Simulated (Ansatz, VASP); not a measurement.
**One calculation of Al, two programs**

```
Al
1.0
     0.00000    1.96326    2.02398
     1.96326    0.00000    2.02398
     1.96326    1.96326    0.00000
Al
1
Direct
  0.00000 0.00000 0.00000
```

Change from the starting cell: strain -0.030 along x and y, +0.000 along z, atoms carried along.

Alike in both runs: task single point; functional PBE; k mesh 20 × 20 × 20; occupations gaussian, width 0.15 eV; no spin polarisation.

```csv
,VASP,Ansatz
version,VASP 6.6.1,Ansatz 0.2.0
potentials or method,"VASP PAW PBE potentials, release 64 (Al), cutoff 520 eV","scalar-relativistic, plane waves, PAW"
valence electrons in the cell,3,3
```

|  | VASP | Ansatz | Ansatz less VASP |
| --- | --- | --- | --- |
| gap on the k mesh at the Fermi level (eV) | none | none | - |
| pressure (GPa) | 4.9 | 4.9 | +0.04 |
| traceless stress, the component that is largest in VASP (GPa) | -1.32 | -1.32 | -0.002 |

A gap of «none» marks a metal or a gap that the smearing closes.
